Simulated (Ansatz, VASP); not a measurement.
# TiN in VASP and in Ansatz

Contents of INCAR:

```
SYSTEM = TiN
ALGO = Normal
EDIFF = 1E-7
EDIFFG = -0.002
ENCUT = 600
GGA_COMPAT = .FALSE.
IBRION = 2
ISIF = 3
ISMEAR = 0
LASPH = .TRUE.
LCHARG = .FALSE.
LREAL = .FALSE.
LWAVE = .FALSE.
NELM = 120
NELMIN = 4
NSW = 100
PREC = Accurate
SIGMA = 0.1
```

Contents of KPOINTS:

```
k-points
0
G
  18 18 18
  0 0 0
```

Contents of POSCAR:

```
TiN
1.0
    0.0000000000      2.0864398374      2.0864398374
    2.0864398374      0.0000000000      2.0864398374
    2.0864398374      2.0864398374      0.0000000000
Ti N
1 1
Direct
    0.0000000000      0.0000000000      0.0000000000
    0.5000000000      0.5000000000      0.5000000000
```

Input for Ansatz:

```yaml
crystal:
  lattice:
    - [0.0, 2.0864398374, 2.0864398374]
    - [2.0864398374, 0.0, 2.0864398374]
    - [2.0864398374, 2.0864398374, 0.0]
  atoms:
    - { symbol: Ti, position: [0.0, 0.0, 0.0] }
    - { symbol: "N", position: [0.5, 0.5, 0.5] }
basis:
  ecutwfc: 420
kpoints:
  mp_grid: { grid: [18, 18, 18] }
hamiltonian:
  xc: lda
  pseudopotentials: { kind: paw, azcp: { folder: soft_1 } }
scf:
  occupations: { method: gaussian, width: 0.1 }
output:
  forces: true
  stress: true
  eigenvalues: true
  write_density: true
  write_potential: true
  elf: true
  volumetric_format: npy
relax:
  adjacent_minimum: "off"
  f_tol: 0.002
  max_steps: 80
  cell: { stress_tol: 0.02 }
```

Alike in both runs: task relaxation of cell and atoms; functional LDA; k mesh 18 × 18 × 18; occupations gaussian, width 0.1 eV; no spin polarisation.

|  | VASP | Ansatz |
| --- | --- | --- |
| version | VASP 6.6.1 | Ansatz 0.2.0 |
| potentials or method | VASP PAW LDA potentials, release 64 (Ti_sv, N), cutoff 600 eV | scalar-relativistic, plane waves, PAW |
| valence electrons in the cell | 17 | 17 |

```tsv
	VASP	Ansatz	Ansatz less VASP
gap on the k mesh at the Fermi level, each at its own relaxed structure (eV)	none	none	-
relaxed volume (Å³/atom)	9.10	9.08	-0.027
relaxed cell length with the largest relative difference (Å)	2.953	2.950	-0.0030
```

Ansatz warns that its potentials were made for another functional, while VASP's fit it. LDA's correlation is that of Perdew and Zunger in VASP and of Perdew and Wang (1992) in Ansatz. A gap of «none» marks a metal or a gap that the smearing closes.
